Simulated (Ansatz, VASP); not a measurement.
# Si: VASP beside Ansatz

```
CELL_PARAMETERS angstrom
3.84753 0.00000 0.00000
-1.92376 3.33205 0.00000
0.00000 0.00000 18.44160
ATOMIC_POSITIONS crystal
Si 0.33333 0.66667 0.26954
Si 0.66667 0.33333 0.24401
Si 0.00000 0.16667 0.51197
Si 0.33333 0.83333 0.48644
```

Alike in both runs: task single point; functional PBE; dispersion D3(BJ); k mesh 9 × 9 × 1; occupations gaussian, width 0.1 eV; no spin polarisation.

```csv
,VASP,Ansatz
version,VASP 6.6.1,Ansatz 0.2.0
potentials or method,"VASP PAW PBE potentials, release 64 (Si), cutoff 520 eV","scalar-relativistic, plane waves, PAW"
valence electrons in the cell,16,16
```

|  | VASP | Ansatz | Ansatz less VASP |
| --- | --- | --- | --- |
| gap on the k mesh at the Fermi level (eV) | 0.15 | 0.15 | 0.000 |
| least direct gap on the mesh (eV) | 0.15 | 0.15 | 0.000 |
| rms of the force components (eV/Å) | 0.088 | 0.089 | +0.0016 |

Atom by atom the forces differ by 0.003 eV/Å (rms over components).
